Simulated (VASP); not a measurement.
# Ti (Im-3m) in VASP: notebook

Aim: see how the results for Ti move with the level of theory and the settings. Levels: PBE+U, LDA. Tasks: single point.

All numbers are computed with VASP 6.6.1; they aren't measurements. Logs are shortened: lines on timing, memory, paths and dates and some standing lists are left out, and cuts for length are marked.

## (1) The cell of the first run

Symmetry: Im-3m, No. 229, cubic system. The conventional cell has a = 3.282 Å, b = 3.282 Å, c = 3.282 Å, α = 90.00°, β = 90.00°, γ = 90.00°. Within 3.7 Å of Ti (site symmetry m-3m) lie 14 Ti at 2.84 to 3.28 Å.

## (2) Single point, PBE+U

The input, INCAR:

```
PREC = Accurate
ENCUT = 520
EDIFF = 1E-6
ISMEAR = 1
SIGMA = 0.1
LREAL = False
LASPH = True
NELM = 150
ALGO = Fast
ISIF = 2
LWAVE = False
LCHARG = True
LMAXMIX = 4
LDAU = True
LDAUTYPE = 2
LDAUL = 2
LDAUU = 6.2
LDAUJ = 0
LDAUPRINT = 1
GGA = PE
LELF = True
LVHAR = True
NBANDS = 12
```

The input, KPOINTS:

```
regular mesh
0
Gamma
  11 11 11
```

The input, POSCAR:

```
Ti
1.0
   -1.6410000000      1.6410000000      1.6410000000
    1.6410000000     -1.6410000000      1.6410000000
    1.6410000000      1.6410000000     -1.6410000000
Ti
1
Direct
    0.0000000000      0.0000000000      0.0000000000
```

Potentials or basis: VASP PAW PBE potentials, release 64 (Ti_sv).

Run with:

```sh
> cat potpaw_PBE.64/Ti_sv/POTCAR > POTCAR
> mpirun -np 1 vasp_std > vasp.out
```

OUTCAR:

```text
PREC = Accurate
   ENCUT = 520
   EDIFF = 1E-6
   ISMEAR = 1
   LREAL = False
   LASPH = True
   NELM = 150
   ISIF = 2
   GGA = PE

 ion  position               nearest neighbor table
   1  0.000  0.000  0.000-

  LATTYP: Found a body centered cubic cell.
 ALAT       =     3.2820000000

  Lattice vectors:

 A1 = (  -1.6410000000,   1.6410000000,   1.6410000000)
 A2 = (   1.6410000000,  -1.6410000000,   1.6410000000)
 A3 = (   1.6410000000,   1.6410000000,  -1.6410000000)

Analysis of symmetry for initial positions (statically):
=====================================================================
 Subroutine PRICEL returns:
 Original cell was already a primitive cell.

 Routine SETGRP: Setting up the symmetry group for a
 body centered cubic supercell.

 Subroutine GETGRP returns: Found 48 space group operations
[... 9 lines left out ...]

 Routine SETGRP: Setting up the symmetry group for a
 body centered cubic supercell.

 Subroutine GETGRP returns: Found 48 space group operations
[... 11 lines left out ...]
                                     Primitive cell

  volume of cell :      17.6761

  direct lattice vectors                    reciprocal lattice vectors
    -1.641000000  1.641000000  1.641000000     0.000000000  0.304692261  0.304692261
     1.641000000 -1.641000000  1.641000000     0.304692261  0.000000000  0.304692261
     1.641000000  1.641000000 -1.641000000     0.304692261  0.304692261  0.000000000

  length of vectors
     2.842295375  2.842295375  2.842295375     0.430899928  0.430899928  0.430899928

  position of ions in fractional coordinates (direct lattice)
     0.000000000  0.000000000  0.000000000

  ion indices of the primitive-cell ions
   primitive index   ion index
                 1           1

----------------------------------------------------------------------------------------

 KPOINTS: regular mesh

Automatic generation of k-mesh.
 Grid dimensions read from file:
 generate k-points for:   11   11   11

 Generating k-lattice:

  Cartesian coordinates                     Fractional coordinates (reciprocal lattice)
     0.000000000  0.027699296  0.027699296     0.090909091  0.000000000  0.000000000
     0.027699296  0.000000000  0.027699296     0.000000000  0.090909091  0.000000000
     0.027699296  0.027699296  0.000000000     0.000000000  0.000000000  0.090909091

  Length of vectors
     0.039172721  0.039172721  0.039172721

  Shift w.r.t. Gamma in fractional coordinates (k-lattice)
     0.000000000  0.000000000  0.000000000

 Subroutine IBZKPT returns following result:
 ===========================================

 Found     56 irreducible k-points:

 Following reciprocal coordinates:
            Coordinates               Weight
  0.000000  0.000000  0.000000      1.000000
  0.090909  0.000000  0.000000     12.000000
  0.181818  0.000000  0.000000     12.000000
  0.272727  0.000000  0.000000     12.000000
  0.363636  0.000000  0.000000     12.000000
  0.454545  0.000000  0.000000     12.000000
[... 16 lines left out ...]
  0.272727  0.181818  0.090909     48.000000
  0.363636  0.181818  0.090909     24.000000
 [... further k-points ...]
   k-points           NKPTS =     56   k-points in BZ     NKDIM =     56   number of bands    NBANDS=     12
   number of dos      NEDOS =    301   number of ions     NIONS =      1
   total plane-waves  NPLWV =  13824
   dimension x,y,z NGX =    24 NGY =   24 NGZ =   24
   dimension x,y,z NGXF=    48 NGYF=   48 NGZF=   48
   ions per type =               1
   NGX,Y,Z   is equivalent  to a cutoff of  14.04, 14.04, 14.04 a.u.
   NGXF,Y,Z  is equivalent  to a cutoff of  28.08, 28.08, 28.08 a.u.
 SYSTEM =  unknown system
   PREC   = accura    normal or accurate (medium, high low for compatibility)
   ISTART =      0    job   : 0-new  1-cont  2-samecut
   ICHARG =      2    charge: 1-file 2-atom 10-const
   ISPIN  =      1    spin polarized calculation?
   LNONCOLLINEAR =      F non collinear calculations
   LSORBIT =      F    spin-orbit coupling
   LASPH  =      T    aspherical Exc in radial PAW
   ENCUT  =  520.0 eV  38.22 Ry    6.18 a.u.   5.28  5.28  5.28*2*pi/ulx,y,z
   NELM   =    150;   NELMIN=  2; NELMDL= -5     # of ELM steps
   EDIFF  = 0.1E-05   stopping-criterion for ELM
   LREAL  =      F    real-space projection
   EDIFFG = 0.1E-04   stopping-criterion for IOM
   NSW    =      0    number of steps for IOM
   IBRION =     -1    ionic relax: 0-MD 1-quasi-New 2-CG
   NFREE  =      0    steps in history (QN), initial steepest desc. (CG)
   ISIF   =      2    stress and relaxation
   ISYM   =      2    0-nonsym 1-usesym 2-fastsym
   POTIM  = 0.5000    time-step for ionic-motion
   TEBEG  =    0.0;   TEEND  =   0.0 temperature during run
   PSTRESS=    0.0 pullay stress
   NELECT =      12.0000    total number of electrons
   NUPDOWN=      -1.0000    fix difference up-down
   EMIN   =  10.00;   EMAX   =-10.00  energy-range for DOS
   EFERMI =   0.00;   METHOD = LEGACY
   ISMEAR =     1;   SIGMA  =   0.10  broadening in eV -4-tet -1-fermi 0-gaus
   EFERMI_NEDOS =   21; number of points for ismear=-14 and -15
   IALGO  =     68    algorithm
   IMIX   =      4    mixing-type and parameters
     AMIX     =   0.40;   BMIX     =  1.00
     AMIX_MAG =   1.60;   BMIX_MAG =  1.00
  volume/ion in A,a.u.               =      17.68       119.28
  Fermi-wavevector in a.u.,A,eV,Ry     =   1.438821  2.718977 28.166848  2.070205
  Thomas-Fermi vector in A             =   2.557745
   LORBIT       =      0    0 simple, 1 ext, 2 COOP (PROOUT), +10 PAW based schemes
 LDA+U is selected, type is set to LDAUTYPE =  2
   angular momentum for each species LDAUL =     2
   U (eV)           for each species LDAUU =   6.2
   J (eV)           for each species LDAUJ =   0.0
   GGA     = PE    functional components
   LHFCALC =     F    Hartree Fock is set to
   AEXX    =    0.0000 exact exchange contribution
   IVDW    =     0    specifies the selected vdW correction
   LEPSILON=     F    determine dielectric tensor
   LRPA    =     F    only Hartree local field effects (RPA)
 non-spin polarized calculation
 RMM-DIIS sequential band-by-band and
 Methfessel and Paxton  Order N= 1 SIGMA  =   0.10
  energy-cutoff  :      520.00
  volume of cell :       17.68
 maximum number of plane-waves:       486
 NGX is ok and might be reduce to    24
   NGX = 11   NGY = 11   NGZ = 11

atom =   1  type =  1  l = 2

 onsite density matrix

spin component  1

  0.1475  0.0000  0.0000  0.0000  0.0000
  0.0000  0.1475  0.0000 -0.0000  0.0000
  0.0000  0.0000  0.1783 -0.0000 -0.0000
  0.0000 -0.0000 -0.0000  0.1475 -0.0000
  0.0000  0.0000 -0.0000 -0.0000  0.1783

spin component  2

  0.1475  0.0000  0.0000  0.0000  0.0000
  0.0000  0.1475  0.0000 -0.0000  0.0000
  0.0000  0.0000  0.1783 -0.0000 -0.0000
  0.0000 -0.0000 -0.0000  0.1475 -0.0000
  0.0000  0.0000 -0.0000 -0.0000  0.1783

 occupancies and eigenvectors

  o =  0.1475  v =  1.0000  0.0000  0.0000  0.0000  0.0000  0.0000  0.0000  0.0000  0.0000  0.0000      0.0000  0.0000  0.0000  0.0000  0.0000  0.0000  0.0000  0.0000  0.0000  0.0000
  o =  0.1475  v =  0.0000  0.0000  0.0000  0.0000  0.0000  1.0000  0.0000  0.0000  0.0000  0.0000      0.0000  0.0000  0.0000  0.0000  0.0000  0.0000  0.0000  0.0000  0.0000  0.0000
  o =  0.1475  v =  0.0000  0.7081 -0.0000  0.7061 -0.0000  0.0000  0.0000  0.0000  0.0000  0.0000      0.0000  0.0000  0.0000  0.0000  0.0000  0.0000  0.0000  0.0000  0.0000  0.0000
  o =  0.1475  v =  0.0000 -0.7061 -0.0000  0.7081  0.0000  0.0000  0.0000  0.0000  0.0000  0.0000      0.0000  0.0000  0.0000  0.0000  0.0000  0.0000  0.0000  0.0000  0.0000  0.0000
  o =  0.1475  v =  0.0000  0.0000  0.0000  0.0000  0.0000  0.0000  0.7081 -0.0000  0.7061 -0.0000      0.0000  0.0000  0.0000  0.0000  0.0000  0.0000  0.0000  0.0000  0.0000  0.0000
  o =  0.1475  v =  0.0000  0.0000  0.0000  0.0000  0.0000  0.0000 -0.7061 -0.0000  0.7081  0.0000      0.0000  0.0000  0.0000  0.0000  0.0000  0.0000  0.0000  0.0000  0.0000  0.0000
  o =  0.1783  v =  0.0000  0.0000  0.0000  0.0000  0.0000  0.0000 -0.0000 -0.4156 -0.0000 -0.9095      0.0000  0.0000  0.0000  0.0000  0.0000  0.0000  0.0000  0.0000  0.0000  0.0000
  o =  0.1783  v =  0.0000 -0.0000 -0.4156 -0.0000 -0.9095  0.0000  0.0000  0.0000  0.0000  0.0000      0.0000  0.0000  0.0000  0.0000  0.0000  0.0000  0.0000  0.0000  0.0000  0.0000
  o =  0.1783  v =  0.0000  0.0000  0.0000  0.0000  0.0000  0.0000  0.0000 -0.9095 -0.0000  0.4156      0.0000  0.0000  0.0000  0.0000  0.0000  0.0000  0.0000  0.0000  0.0000  0.0000
  o =  0.1783  v =  0.0000  0.0000 -0.9095 -0.0000  0.4156  0.0000  0.0000  0.0000  0.0000  0.0000      0.0000  0.0000  0.0000  0.0000  0.0000  0.0000  0.0000  0.0000  0.0000  0.0000

 number of electron      12.0000001 magnetization

 Free energy of the ion-electron system (eV)
  ---------------------------------------------------
  ext. energy  EPLUGINS =         0.00000000
  ---------------------------------------------------
  free energy    TOTEN  =        -3.21278347 eV

  energy without entropy =       -3.21457702  energy(sigma->0) =       -3.21338132

 E-fermi :   8.6984     XC(G=0): -11.5332

 val. band max:        8.6425857397   @ k =  -0.2727   0.3636   0.0909
 cond. band min:       8.7229460269   @ k =   0.3636   0.0909  -0.0000
 fundamental gap:      0.0803602872
 Fermi energy:         8.6983720726

 k-point     1 :       0.0000    0.0000    0.0000
  band No.  band energies     occupation
      1     -49.8581      2.00000
      2     -25.6724      2.00000
      3     -25.6724      2.00000
      4     -25.6724      2.00000
      5       1.9368      2.00000
      6      10.0039     -0.00000
      7      10.0039     -0.00000
      8      10.0039     -0.00000
      9      11.5350      0.00000
     10      11.5350      0.00000
     11      25.2405      0.00000
     12      25.2405      0.00000

 k-point     2 :       0.0909    0.0000    0.0000
  band No.  band energies     occupation
      1     -49.8492      2.00000
      2     -25.7206      2.00000
      3     -25.6875      2.00000
      4     -25.6726      2.00000
      5       2.2108      2.00000
      6       9.8742     -0.00000
      7       9.9467     -0.00000
      8      10.1958     -0.00000
      9      11.3967      0.00000
     10      11.5418      0.00000
     11      24.8721      0.00000
     12      25.2059      0.00000
[... 316 lines left out ...]
 k-point    24 :       0.3636    0.1818    0.0909
  band No.  band energies     occupation
      1     -49.7384      2.00000
      2     -26.1522      2.00000
      3     -25.9337      2.00000
      4     -25.7646      2.00000
      5       7.1424      2.00000
      6       8.2576      2.00000
      7       8.3098      2.00000
      8      11.7446      0.00000
      9      11.9167      0.00000
     10      14.7954      0.00000
     11      16.6828      0.00000
     12      19.0157      0.00000

 [... further k-points ...]
[... 5 lines left out ...]
  --------------------------------------------------------------------------------------
  -------------------------------------------------------------------------------------
  Total        1.4465208      1.4465208      1.4465208     -0.0000000     -0.0000000      0.0000000
  in kB      131.1141420    131.1141420    131.1141420     -0.0000000     -0.0000000      0.0000000
  external PRESSURE =     131.1141420 kB  Pullay stress =       0.0000000 kB

 VOLUME and BASIS-vectors are now :
 -----------------------------------------------------------------------------
  energy-cutoff  :      520.00
  volume of cell :       17.68
      direct lattice vectors                 reciprocal lattice vectors
    -1.641000000  1.641000000  1.641000000     0.000000000  0.304692261  0.304692261
     1.641000000 -1.641000000  1.641000000     0.304692261  0.000000000  0.304692261
     1.641000000  1.641000000 -1.641000000     0.304692261  0.304692261  0.000000000

 POSITION                                       TOTAL-FORCE (eV/Angst)
 -----------------------------------------------------------------------------------
      0.00000      0.00000      0.00000         0.000000      0.000000     -0.000000
 -----------------------------------------------------------------------------------
    total drift:                                0.000000      0.000000     -0.000000

  FREE ENERGIE OF THE ION-ELECTRON SYSTEM (eV)
  ---------------------------------------------------
  free  energy   TOTEN  =        -3.2127834709 eV

  energy  without entropy=       -3.2145770195  energy(sigma->0) =       -3.21338132
```

Wall time 9.1 s (1 thread of Intel Xeon 6975P-C (Granite Rapids), shared host); peak memory 0.14 GiB.

Results:

```yaml
Free_energy: -3.2128 eV
Pressure: 13.1 GPa
Band_gap_on_the_k_mesh: zero (band 6 reaches 10.00 eV, above the bottom of band 7 at 8.03 eV)
```

Eigenvalues of the final occupation matrices:
```
    site  spin  trace               eigenvalues
site 1 d     1   0.80  0.15 0.15 0.15 0.18 0.18
site 1 d     2   0.80  0.15 0.15 0.15 0.18 0.18
```

Caveat: U without spin polarisation on a metal has little footing; the U is typed as a test and isn't derived for this compound.

## (3) Single point, LDA

This run uses another cell than the first one, of 16.62 Å³/atom, 0.940 times its volume.

The input, INCAR:

```
SYSTEM = Ti
ALGO = Fast ; EDIFF = 1E-7
ENCUT = 520 ; ISIF = 2
ISMEAR = -1 ; LASPH = .True.
LCHARG = .False. ; LREAL = .False.
LWAVE = .False. ; NBANDS = 12
NELM = 100 ; PREC = Accurate
SIGMA = 0.05
```

The input, KPOINTS:

```
k-points
0
Gamma
  11 11 11
  0 0 0
```

The input, POSCAR:

```
Ti
1.0
   -1.6075008044      1.6075008044      1.6075008044
    1.6075008044     -1.6075008044      1.6075008044
    1.6075008044      1.6075008044     -1.6075008044
Ti
1
Direct
    0.0000000000      0.0000000000      0.0000000000
```

Potentials or basis: VASP PAW LDA potentials, release 64 (Ti_sv).

Run with:

```sh
> cat potpaw_LDA.64/Ti_sv/POTCAR > POTCAR
> mpirun -np 1 vasp_std > vasp.out
```

OUTCAR:

```text
SYSTEM = Ti
   EDIFF = 1E-7
   ENCUT = 520
   ISIF = 2
   ISMEAR = -1
   LASPH = .True.
   LREAL = .False.
   NELM = 100
   PREC = Accurate

 ion  position               nearest neighbor table
   1  0.000  0.000  0.000-

  LATTYP: Found a body centered cubic cell.
 ALAT       =     3.2150016088

  Lattice vectors:

 A1 = (  -1.6075008044,   1.6075008044,   1.6075008044)
 A2 = (   1.6075008044,  -1.6075008044,   1.6075008044)
 A3 = (   1.6075008044,   1.6075008044,  -1.6075008044)

Analysis of symmetry for initial positions (statically):
=====================================================================
 Subroutine PRICEL returns:
 Original cell was already a primitive cell.

 Routine SETGRP: Setting up the symmetry group for a
 body centered cubic supercell.

 Subroutine GETGRP returns: Found 48 space group operations
[... 9 lines left out ...]

 Routine SETGRP: Setting up the symmetry group for a
 body centered cubic supercell.

 Subroutine GETGRP returns: Found 48 space group operations
[... 11 lines left out ...]
                                     Primitive cell

  volume of cell :      16.6155

  direct lattice vectors                    reciprocal lattice vectors
    -1.607500804  1.607500804  1.607500804     0.000000000  0.311041835  0.311041835
     1.607500804 -1.607500804  1.607500804     0.311041835  0.000000000  0.311041835
     1.607500804  1.607500804 -1.607500804     0.311041835  0.311041835  0.000000000

  length of vectors
     2.784273066  2.784273066  2.784273066     0.439879582  0.439879582  0.439879582

  position of ions in fractional coordinates (direct lattice)
     0.000000000  0.000000000  0.000000000

  ion indices of the primitive-cell ions
   primitive index   ion index
                 1           1

----------------------------------------------------------------------------------------

 KPOINTS: k-points

Automatic generation of k-mesh.
 Grid dimensions read from file:
 generate k-points for:   11   11   11

 Generating k-lattice:

  Cartesian coordinates                     Fractional coordinates (reciprocal lattice)
[... 82 lines left out ...]
  Fermi-wavevector in a.u.,A,eV,Ry     =   1.468805  2.775638 29.353035  2.157387
  Thomas-Fermi vector in A             =   2.584258
   LORBIT       =      0    0 simple, 1 ext, 2 COOP (PROOUT), +10 PAW based schemes
   GGA     = CA    functional components
   LHFCALC =     F    Hartree Fock is set to
   AEXX    =    0.0000 exact exchange contribution
   IVDW    =     0    specifies the selected vdW correction
   LEPSILON=     F    determine dielectric tensor
   LRPA    =     F    only Hartree local field effects (RPA)
 non-spin polarized calculation
 RMM-DIIS sequential band-by-band and
  energy-cutoff  :      520.00
  volume of cell :       16.62
 maximum number of plane-waves:       458
 NGX is ok and might be reduce to    24
   NGX = 11   NGY = 11   NGZ = 11

 number of electron      11.9999999 magnetization

 Free energy of the ion-electron system (eV)
  ---------------------------------------------------
  ext. energy  EPLUGINS =         0.00000000
  ---------------------------------------------------
  free energy    TOTEN  =        -8.45713626 eV

  energy without entropy =       -8.43866907  energy(sigma->0) =       -8.44790266

 E-fermi :   8.2963     XC(G=0): -11.9925

 val. band max:        8.2937353375   @ k =  -0.3636   0.3636   0.0909
 cond. band min:       8.2991458779   @ k =   0.2727   0.0909   0.0909
 fundamental gap:      0.0054105405
 Fermi energy:         8.2962952519

 k-point     1 :       0.0000    0.0000    0.0000
  band No.  band energies     occupation
      1     -47.4311      2.00000
      2     -23.5992      2.00000
      3     -23.5992      2.00000
      4     -23.5992      2.00000
      5       2.3502      2.00000
      6       9.3034      0.00000
      7       9.3034      0.00000
      8       9.3034      0.00000
      9      11.1785      0.00000
     10      11.1785      0.00000
     11      26.1224      0.00000
     12      26.1224      0.00000
[... 331 lines left out ...]
 k-point    24 :       0.3636    0.1818    0.0909
  band No.  band energies     occupation
      1     -47.2560      2.00000
      2     -24.2560      2.00000
      3     -23.9556      2.00000
      4     -23.7275      2.00000
      5       6.7999      2.00000
      6       7.6573      1.99999
      7       8.4533      0.08296
      8      11.3779      0.00000
      9      11.5850      0.00000
     10      15.0285      0.00000
     11      17.3959      0.00000
     12      19.9469      0.00000

 [... further k-points ...]
[... 5 lines left out ...]
  --------------------------------------------------------------------------------------
  -------------------------------------------------------------------------------------
  Total       -0.5576731     -0.5576731     -0.5576731      0.0000000      0.0000000     -0.0000000
  in kB      -53.7745339    -53.7745339    -53.7745339      0.0000000      0.0000000     -0.0000000
  external PRESSURE =     -53.7745339 kB  Pullay stress =       0.0000000 kB

 VOLUME and BASIS-vectors are now :
 -----------------------------------------------------------------------------
  energy-cutoff  :      520.00
  volume of cell :       16.62
      direct lattice vectors                 reciprocal lattice vectors
    -1.607500804  1.607500804  1.607500804     0.000000000  0.311041835  0.311041835
     1.607500804 -1.607500804  1.607500804     0.311041835  0.000000000  0.311041835
     1.607500804  1.607500804 -1.607500804     0.311041835  0.311041835  0.000000000

 POSITION                                       TOTAL-FORCE (eV/Angst)
 -----------------------------------------------------------------------------------
      0.00000      0.00000      0.00000         0.000000      0.000000      0.000000
 -----------------------------------------------------------------------------------
    total drift:                                0.000000      0.000000      0.000000

  FREE ENERGIE OF THE ION-ELECTRON SYSTEM (eV)
  ---------------------------------------------------
  free  energy   TOTEN  =        -8.4571362635 eV

  energy  without entropy=       -8.4386690661  energy(sigma->0) =       -8.44790266
```

stdout:

```text
POSCAR found type information on POSCAR Ti
 POSCAR found :  1 types and       1 ions
 scaLAPACK will be used
 LDA part: xc-table for (Slater(with rela. corr.)+CA(PZ))
 , standard interpolation
 POSCAR, INCAR and KPOINTS ok, starting setup
 FFT: planning ... GRIDC
 FFT: planning ... GRID_SOFT
 FFT: planning ... GRID
 WAVECAR not read
 entering main loop
```

Run time: 15 s. Hardware: 1 thread of Intel Xeon 6975P-C (Granite Rapids), shared host; peak memory 0.13 GiB.

Results:

```
Free energy            : -8.4571 eV
Pressure               : -5.4 GPa
Band gap on the k mesh : zero (band 6 reaches 9.33 eV, above the bottom of band 7 at 7.67 eV)
```

(Continued in part 2 of 2.)
